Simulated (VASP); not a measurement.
Write the native input for VASP 6.6.1 that does the following.

| Property | Result |
| --- | --- |
| Task | single point |
| Functional | LDA |
| Potentials or basis | VASP PAW LDA potentials, release 64 (Ca_sv, F) |
| Cutoff | 600 eV |
| k mesh | 8 × 8 × 8 |
| Occupations | gaussian, width 0.0928 eV |
| Spin | no spin polarisation |
| Dipole correction | no |
| Further INCAR settings | ALGO = Normal; EDIFF = 1e-06; NBANDS = 19 |

The structure of CaF2 lies in POSCAR:

```
CaF2
1.0
    0.0000000000      2.7257720000      2.7257720000
    2.7257720000      0.0000000000      2.7257720000
    2.7257720000      2.7257720000      0.0000000000
Ca F
1 2
Direct
    0.0000000000      0.0000000000      0.0000000000
    0.2500000000      0.2500000000      0.2500000000
    0.7500000000      0.7500000000      0.7500000000
```

These files were run (other wordings do the same):

INCAR

```
PREC     = Accurate       # precision mode
ENCUT    = 600            # plane-wave cutoff, eV
EDIFF    = 1E-6           # SCF threshold, eV
ISMEAR   = 0              # smearing method
SIGMA    = 0.0928         # smearing width, eV
LREAL    = False          # projectors in reciprocal space
LASPH    = True           # aspherical terms in the spheres
NELM     = 120            # most SCF steps
ALGO     = Normal         # electronic algorithm
ISIF     = 2              # what is computed and relaxed
LWAVE    = False          # write WAVECAR
LCHARG   = True           # write CHGCAR
LELF     = True           # ELF
LVHAR    = True         
NBANDS   = 19             # bands
GGA_COMPAT= False
```

KPOINTS

```
Automatic mesh
0
Gamma
  8 8 8
```

Potentials or basis: VASP PAW LDA potentials, release 64 (Ca_sv, F).

Command:

```bash
$ cat potpaw_LDA.64/Ca_sv/POTCAR potpaw_LDA.64/F/POTCAR > POTCAR
$ mpirun -np 1 vasp_std > vasp.out
```

It gave:

```yaml
Pressure: -5.7 GPa
Band_gap_on_the_k_mesh: 6.94 eV (least direct gap 7.20 eV)
```

Caveat: the cell stands under tension.

Wall time 8.7 s on 1 thread of Intel(R) Xeon(R) 6975P-C (Granite Rapids) (shared host), peak memory 0.16 GiB.
